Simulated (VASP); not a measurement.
# BP (I-4m2) in VASP: a series of runs, part 2 of 2

VASP 6.6.1. The steps go on from the part before.

## 4. Electric field gradients, LDA (zz strain of +1 %)

Input file INCAR:

```
  PREC = Accurate
  ENCUT = 420
  EDIFF = 1E-8
  ISMEAR = -1
  SIGMA = 0.05
  LREAL = False
  LASPH = True
  NELM = 120
  ALGO = Normal
  ISIF = 2
  LWAVE = False
  LCHARG = False
  LEFG = True
  NBANDS = 11
  GGA_COMPAT = False
```

Input file KPOINTS:

```
Automatic mesh
0
Gamma
  15 15 15
```

Input file POSCAR:

```
BP
1.0
    0.0000000000      2.2690000000      2.2916900000
    2.2690000000      0.0000000000      2.2916900000
    2.2690000000      2.2690000000      0.0000000000
B P
1 1
Direct
    0.0000000000      0.0000000000      0.0000000000
    0.7500000000      0.7500000000      0.7500000000
```

Potentials or basis: VASP PAW LDA potentials, release 64 (B, P).

On the command line:

```
> cat potpaw_LDA.64/B/POTCAR potpaw_LDA.64/P/POTCAR > POTCAR
> mpirun -np 1 vasp_std > vasp.out
```

OUTCAR:

```text
PREC = Accurate
   ENCUT = 420
   EDIFF = 1E-8
   ISMEAR = -1
   LREAL = False
   LASPH = True
   NELM = 120
   ISIF = 2

 ion  position               nearest neighbor table
   1  0.000  0.000  0.000-   2 1.97   2 1.97   2 1.97   2 1.97
   2  0.750  0.750  0.750-   1 1.97   1 1.97   1 1.97   1 1.97

  LATTYP: Found a body centered tetragonal cell.
 ALAT       =     3.2088505730
 C/A-ratio  =     1.4283556980

  Lattice vectors:

 A1 = (  -2.2690000000,   0.0000000000,   2.2916900000)
 A2 = (   2.2690000000,   0.0000000000,   2.2916900000)
 A3 = (   0.0000000000,   2.2690000000,  -2.2916900000)

Analysis of symmetry for initial positions (statically):
=====================================================================
 Subroutine PRICEL returns:
 Original cell was already a primitive cell.

 Routine SETGRP: Setting up the symmetry group for a
 body centered tetragonal supercell.

 Subroutine GETGRP returns: Found  8 space group operations
 (whereof  8 operations were pure point group operations)
 out of a pool of 16 trial point group operations.

The static configuration has the point symmetry D_2d.

Analysis of symmetry for dynamics (positions and initial velocities):
=====================================================================
 Subroutine PRICEL returns:
 Original cell was already a primitive cell.

 Routine SETGRP: Setting up the symmetry group for a
 body centered tetragonal supercell.

 Subroutine GETGRP returns: Found  8 space group operations
 (whereof  8 operations were pure point group operations)
 out of a pool of 16 trial point group operations.

The dynamic configuration has the point symmetry D_2d.

[... 479 lines left out ...]
      3       5.6407      2.00000
      4       5.9079      2.00000
      5      10.0135      0.00000
      6      12.8475      0.00000
      7      13.0075      0.00000
      8      14.2640      0.00000
      9      17.7939      0.00000
     10      20.0141      0.00000
     11      20.4619      0.00000

 [... further k-points ...]

------------------------ aborting loop because EDIFF is reached ----------------------------------------

  FORCE on cell =-STRESS in cart. coord.  units (eV):
  Direction    XX          YY          ZZ          XY          YZ          ZX
  --------------------------------------------------------------------------------------
  -------------------------------------------------------------------------------------
  Total       -0.8702055     -0.8702055     -1.2638621      0.0000000      0.0000000      0.0000000
  in kB      -59.0850445    -59.0850445    -85.8134629      0.0000000      0.0000000      0.0000000
  external PRESSURE =     -67.9945173 kB  Pullay stress =       0.0000000 kB

 VOLUME and BASIS-vectors are now :
 -----------------------------------------------------------------------------
  energy-cutoff  :      420.00
  volume of cell :       23.60
      direct lattice vectors                 reciprocal lattice vectors
     0.000000000  2.269000000  2.291690000    -0.220361393  0.220361393  0.218179597
     2.269000000  0.000000000  2.291690000     0.220361393 -0.220361393  0.218179597
     2.269000000  2.269000000  0.000000000     0.220361393  0.220361393 -0.218179597

 POSITION                                       TOTAL-FORCE (eV/Angst)
 -----------------------------------------------------------------------------------
      0.00000      0.00000      0.00000         0.000000      0.000000      0.000000
      3.40350      3.40350      3.43754        -0.000000     -0.000000     -0.000000
 -----------------------------------------------------------------------------------
    total drift:                               -0.000000     -0.000000     -0.000000

  FREE ENERGIE OF THE ION-ELECTRON SYSTEM (eV)
  ---------------------------------------------------
  free  energy   TOTEN  =       -14.3768691935 eV

  energy  without entropy=      -14.3768691463  energy(sigma->0) =      -14.37686917

 Electric field gradients (V/A^2)
---------------------------------------------------------------------
 ion       V_xx      V_yy      V_zz      V_xy      V_xz      V_yz
---------------------------------------------------------------------
   1      -0.027    -0.027     0.055     0.000     0.000     0.000
   2      -0.254    -0.254     0.509    -0.000    -0.000    -0.000
---------------------------------------------------------------------

 Electric field gradients after diagonalization (V/A^2)
 (convention: |V_zz| > |V_xx| > |V_yy|)
----------------------------------------------------------------------
 ion       V_xx      V_yy      V_zz     asymmetry (V_yy - V_xx)/ V_zz
----------------------------------------------------------------------
   1      -0.027    -0.027     0.055       0.001
   2      -0.255    -0.254     0.509       0.001
----------------------------------------------------------------------

           NMR quadrupolar parameters

 Cq : quadrupolar parameter    Cq=e*Q*V_zz/h
 eta: asymmetry parameters     (V_yy - V_xx)/ V_zz
 Q  : nuclear electric quadrupole moment in mb (millibarn)
----------------------------------------------------------------------
 ion       Cq(MHz)       eta       Q (mb)
----------------------------------------------------------------------
   1       0.000       0.001       1.000
   2       0.001       0.001       1.000
----------------------------------------------------------------------
```

OSZICAR:

```text
N       E                     dE             d eps       ncg     rms          rms(c)
DAV:   1     0.443410868428E+01    0.44341E+01   -0.34554E+03  6392   0.549E+02
DAV:   2    -0.146668000054E+02   -0.19101E+02   -0.18201E+02  8382   0.977E+01
DAV:   3    -0.151765045374E+02   -0.50970E+00   -0.50842E+00  8026   0.140E+01
DAV:   4    -0.151785084574E+02   -0.20039E-02   -0.20037E-02  7287   0.104E+00
DAV:   5    -0.151785191594E+02   -0.10702E-04   -0.10702E-04  7907   0.733E-02    0.723E+00
DAV:   6    -0.144982235867E+02    0.68030E+00   -0.15769E+00  7173   0.530E+00    0.381E+00
DAV:   7    -0.143894311971E+02    0.10879E+00   -0.23825E-01  7928   0.243E+00    0.127E+00
DAV:   8    -0.143768311309E+02    0.12600E-01   -0.30518E-02  7406   0.918E-01    0.215E-01
DAV:   9    -0.143768714625E+02   -0.40332E-04   -0.79173E-04  7332   0.193E-01    0.150E-01
DAV:  10    -0.143768672894E+02    0.41730E-05   -0.12857E-04  6987   0.635E-02    0.337E-02
DAV:  11    -0.143768697061E+02   -0.24166E-05   -0.67920E-06  7858   0.134E-02    0.393E-02
DAV:  12    -0.143768691925E+02    0.51358E-06   -0.26367E-06  7145   0.662E-03    0.117E-02
DAV:  13    -0.143768692027E+02   -0.10257E-07   -0.97317E-08  7635   0.188E-03    0.803E-03
DAV:  14    -0.143768691935E+02    0.92646E-08   -0.28032E-08  4275   0.715E-04
   1 F= -.14376869E+02 E0= -.14376869E+02  d E =-.471693E-07
```

Run time: 41 s. Hardware: 1 thread of Intel Xeon Platinum 8488C (Sapphire Rapids), shared host; peak memory 0.16 GiB.

What came out:

- Free energy: -14.3769 eV
- Pressure: -6.8 GPa
- Band gap on the k mesh: 1.12 eV (least direct gap 3.31 eV)
- Largest electric field gradient by atom: B +0.1; P +0.5 V/Å²

Electric field gradients, principal values (V/Å²):
```csv
atom,least,middle,greatest (by size)
1 B,-0.027,-0.027,0.055
2 P,-0.254,-0.255,0.509
```

Caveat: the cell differs from its parent crystal (zz strain of +1 %); the cell stands under tension; without QUAD_EFG the Cq values of the log hold for a quadrupole moment of 1 mb, not for the nuclei; an odd mesh through Γ misses points on the zone boundary, where band edges can lie.

## 5. Electric field gradients, LDA (zz strain of +3 %)

Input file INCAR:

```
SYSTEM = BP
PREC     = Accurate       ! precision mode
ENCUT    = 420            ! plane-wave cutoff, eV
EDIFF    = 1E-8           ! SCF threshold, eV
ISMEAR   = -1             ! smearing method
SIGMA    = 0.05           ! smearing width, eV
LREAL    = .FALSE.        ! projectors in reciprocal space
LASPH    = .TRUE.         ! aspherical terms in the spheres
NELM     = 120            ! most SCF steps
ALGO     = Normal         ! electronic algorithm
ISIF     = 2              ! what is computed and relaxed
LWAVE    = .FALSE.        ! write WAVECAR
LCHARG   = .FALSE.        ! write CHGCAR
LEFG     = .TRUE.       
NBANDS   = 11             ! bands
GGA_COMPAT= .FALSE.
```

Input file KPOINTS:

```
regular mesh
0
G
  15 15 15
  0 0 0
```

Input file POSCAR:

```
BP
1.0
    0.0000000000      2.2690000000      2.3370700000
    2.2690000000      0.0000000000      2.3370700000
    2.2690000000      2.2690000000      0.0000000000
B P
1 1
Direct
    0.0000000000      0.0000000000      0.0000000000
    0.7500000000      0.7500000000      0.7500000000
```

Potentials or basis: VASP PAW LDA potentials, release 64 (B, P).

On the command line:

```
> cat potpaw_LDA.64/B/POTCAR potpaw_LDA.64/P/POTCAR > POTCAR
> mpirun -np 1 vasp_std > vasp.out
```

OUTCAR:

```text
SYSTEM = BP
   PREC = Accurate
   ENCUT = 420
   EDIFF = 1E-8
   ISMEAR = -1
   LREAL = .FALSE.
   LASPH = .TRUE.
   NELM = 120
   ISIF = 2

 ion  position               nearest neighbor table
   1  0.000  0.000  0.000-   2 1.98   2 1.98   2 1.98   2 1.98
   2  0.750  0.750  0.750-   1 1.98   1 1.98   1 1.98   1 1.98

  LATTYP: Found a body centered tetragonal cell.
 ALAT       =     3.2088505730
 C/A-ratio  =     1.4566399692

  Lattice vectors:

 A1 = (  -2.2690000000,   0.0000000000,   2.3370700000)
 A2 = (   2.2690000000,   0.0000000000,   2.3370700000)
 A3 = (   0.0000000000,   2.2690000000,  -2.3370700000)

Analysis of symmetry for initial positions (statically):
=====================================================================
 Subroutine PRICEL returns:
 Original cell was already a primitive cell.

 Routine SETGRP: Setting up the symmetry group for a
 body centered tetragonal supercell.

 Subroutine GETGRP returns: Found  8 space group operations
 (whereof  8 operations were pure point group operations)
 out of a pool of 16 trial point group operations.

The static configuration has the point symmetry D_2d.

Analysis of symmetry for dynamics (positions and initial velocities):
=====================================================================
 Subroutine PRICEL returns:
 Original cell was already a primitive cell.

 Routine SETGRP: Setting up the symmetry group for a
 body centered tetragonal supercell.

 Subroutine GETGRP returns: Found  8 space group operations
 (whereof  8 operations were pure point group operations)
 out of a pool of 16 trial point group operations.

The dynamic configuration has the point symmetry D_2d.

 Subroutine INISYM returns: Found  8 space group operations
 (whereof  8 operations are pure point group operations),
 and found     1 'primitive' translations

----------------------------------------------------------------------------------------

                                     Primitive cell

  volume of cell :      24.0642

  direct lattice vectors                    reciprocal lattice vectors
     0.000000000  2.269000000  2.337070000    -0.220361393  0.220361393  0.213943100
     2.269000000  0.000000000  2.337070000     0.220361393 -0.220361393  0.213943100
     2.269000000  2.269000000  0.000000000     0.220361393  0.220361393 -0.213943100

  length of vectors
     3.257338973  3.257338973  3.208850573     0.378007853  0.378007853  0.378007853

  position of ions in fractional coordinates (direct lattice)
     0.000000000  0.000000000  0.000000000
     0.750000000  0.750000000  0.750000000

  ion indices of the primitive-cell ions
   primitive index   ion index
                 1           1
                 2           2

----------------------------------------------------------------------------------------

 KPOINTS: regular mesh

Automatic generation of k-mesh.
 Grid dimensions read from file:
[... 80 lines left out ...]
   ISMEAR =    -1;   SIGMA  =   0.05  broadening in eV -4-tet -1-fermi 0-gaus
   EFERMI_NEDOS =   21; number of points for ismear=-14 and -15
   IALGO  =     38    algorithm
   IMIX   =      4    mixing-type and parameters
     AMIX     =   0.40;   BMIX     =  1.00
     AMIX_MAG =   1.60;   BMIX_MAG =  1.00
  volume/ion in A,a.u.               =      12.03        81.20
  Fermi-wavevector in a.u.,A,eV,Ry     =   1.134091  2.143121 17.499303  1.286163
  Thomas-Fermi vector in A             =   2.270795
   LORBIT       =      0    0 simple, 1 ext, 2 COOP (PROOUT), +10 PAW based schemes
   GGA     = CA    functional components
   LHFCALC =     F    Hartree Fock is set to
   AEXX    =    0.0000 exact exchange contribution
   IVDW    =     0    specifies the selected vdW correction
   LEPSILON=     F    determine dielectric tensor
   LRPA    =     F    only Hartree local field effects (RPA)
 non-spin polarized calculation
  energy-cutoff  :      420.00
  volume of cell :       24.06
 maximum number of plane-waves:       495
 NGX is ok and might be reduce to    24
   NGX = 11   NGY = 11   NGZ = 11

 number of electron       7.9999999 magnetization

 Free energy of the ion-electron system (eV)
  ---------------------------------------------------
  ext. energy  EPLUGINS =         0.00000000
  ---------------------------------------------------
  free energy    TOTEN  =       -14.34257473 eV

  energy without entropy =      -14.34257459  energy(sigma->0) =      -14.34257466

 E-fermi :   7.6450     XC(G=0): -10.9672

 val. band max:        7.1567573518   @ k =   0.0000   0.0000   0.0000
 cond. band min:       8.1581215119   @ k =   0.4000   0.0000   0.4000
 fundamental gap:      1.0013641601
 Fermi energy:         7.6449770661

 k-point     1 :       0.0000    0.0000    0.0000
  band No.  band energies     occupation
      1      -8.0739      2.00000
      2       6.8632      2.00000
      3       7.1568      1.99989
      4       7.1568      1.99989
      5      10.3436      0.00000
      6      10.3436      0.00000
      7      10.5065      0.00000
      8      13.9669      0.00000
      9      18.1129      0.00000
     10      18.7514      0.00000
     11      19.5409      0.00000
[... 309 lines left out ...]
 k-point    24 :       0.2000    0.1333    0.0000
  band No.  band energies     occupation
      1      -7.3988      2.00000
      2       4.4588      2.00000
      3       5.5294      2.00000
      4       5.6565      2.00000
      5       9.8915      0.00000
      6      12.5009      0.00000
      7      12.6852      0.00000
      8      13.9270      0.00000
      9      17.1443      0.00000
     10      19.9212      0.00000
     11      20.0037      0.00000

 [... further k-points ...]

------------------------ aborting loop because EDIFF is reached ----------------------------------------

  FORCE on cell =-STRESS in cart. coord.  units (eV):
  Direction    XX          YY          ZZ          XY          YZ          ZX
  --------------------------------------------------------------------------------------
  -------------------------------------------------------------------------------------
  Total       -1.0437099     -1.0437099     -2.2454312      0.0000000      0.0000000      0.0000000
  in kB      -69.4895755    -69.4895755   -149.4994587      0.0000000      0.0000000      0.0000000
  external PRESSURE =     -96.1595365 kB  Pullay stress =       0.0000000 kB

 VOLUME and BASIS-vectors are now :
 -----------------------------------------------------------------------------
  energy-cutoff  :      420.00
  volume of cell :       24.06
      direct lattice vectors                 reciprocal lattice vectors
     0.000000000  2.269000000  2.337070000    -0.220361393  0.220361393  0.213943100
     2.269000000  0.000000000  2.337070000     0.220361393 -0.220361393  0.213943100
     2.269000000  2.269000000  0.000000000     0.220361393  0.220361393 -0.213943100

 POSITION                                       TOTAL-FORCE (eV/Angst)
 -----------------------------------------------------------------------------------
      0.00000      0.00000      0.00000        -0.000000     -0.000000      0.000000
      3.40350      3.40350      3.50561         0.000000      0.000000     -0.000000
 -----------------------------------------------------------------------------------
    total drift:                               -0.000000     -0.000000     -0.000000

  FREE ENERGIE OF THE ION-ELECTRON SYSTEM (eV)
  ---------------------------------------------------
  free  energy   TOTEN  =       -14.3425747259 eV

  energy  without entropy=      -14.3425745942  energy(sigma->0) =      -14.34257466

 Electric field gradients (V/A^2)
---------------------------------------------------------------------
 ion       V_xx      V_yy      V_zz      V_xy      V_xz      V_yz
---------------------------------------------------------------------
   1      -0.079    -0.079     0.159     0.000     0.000     0.000
   2      -0.828    -0.828     1.656    -0.000     0.000     0.000
---------------------------------------------------------------------

 Electric field gradients after diagonalization (V/A^2)
 (convention: |V_zz| > |V_xx| > |V_yy|)
----------------------------------------------------------------------
 ion       V_xx      V_yy      V_zz     asymmetry (V_yy - V_xx)/ V_zz
----------------------------------------------------------------------
   1      -0.079    -0.079     0.159       0.000
   2      -0.828    -0.828     1.656       0.000
----------------------------------------------------------------------

           NMR quadrupolar parameters

 Cq : quadrupolar parameter    Cq=e*Q*V_zz/h
 eta: asymmetry parameters     (V_yy - V_xx)/ V_zz
 Q  : nuclear electric quadrupole moment in mb (millibarn)
----------------------------------------------------------------------
 ion       Cq(MHz)       eta       Q (mb)
----------------------------------------------------------------------
   1       0.000       0.000       1.000
   2       0.004       0.000       1.000
----------------------------------------------------------------------
```

It took 29 s on 1 thread of Intel Xeon Platinum 8488C (Sapphire Rapids), shared host; peak memory 0.16 GiB.

What came out:

- Free energy: -14.3426 eV
- Pressure: -9.6 GPa
- Band gap on the k mesh: 1.00 eV (least direct gap 3.19 eV)
- Largest electric field gradient by atom: B +0.2; P +1.7 V/Å²

Levels at points of the mesh, in eV from the valence-band top:
| k point | band 1 | band 2 | band 3 | band 4 | band 5 | band 6 | band 7 | band 8 |
| --- | --- | --- | --- | --- | --- | --- | --- | --- |
| (0.00, 0.00, 0.00) | -15.23 | -0.29 | 0.00 | 0.00 | 3.19 | 3.19 | 3.35 | 6.81 |

Electric field gradients, principal values (V/Å²):
| atom | least | middle | greatest (by size) |
| --- | --- | --- | --- |
| 1 B | -0.079 | -0.079 | 0.159 |
| 2 P | -0.828 | -0.828 | 1.656 |

Caveat: the cell differs from its parent crystal (zz strain of +3 %); the cell stands under tension; without QUAD_EFG the Cq values of the log hold for a quadrupole moment of 1 mb, not for the nuclei; an odd mesh through Γ misses points on the zone boundary, where band edges can lie.

## 6. Overview

```csv
cell,gap on the mesh (eV),pressure (GPa)
"a = 3.193, b = 3.193, c = 3.209 Å, angles 59.8, 59.8, 60.3°, 2 atoms",1.02,-3.7
"a = 3.241, b = 3.241, c = 3.209 Å, angles 60.3, 60.3, 59.3°, 2 atoms",1.06,-8.2
"a = 3.225, b = 3.225, c = 3.209 Å, angles 60.2, 60.2, 59.7°, 2 atoms",1.12,-6.8
"a = 3.257, b = 3.257, c = 3.209 Å, angles 60.5, 60.5, 59.0°, 2 atoms",1.00,-9.6
```

Alike in all rows: task electric field gradients; level LDA; potentials or basis VASP PAW LDA potentials, release 64 (B, P); no spin polarisation; k mesh 15 × 15 × 15; cutoff (eV) 420; smearing fermi-dirac 0.05 eV.

Caveats: the cell stands under tension; an odd mesh through Γ misses points on the zone boundary, where band edges can lie.

Absolute energies hang on the potentials; compare differences alone.
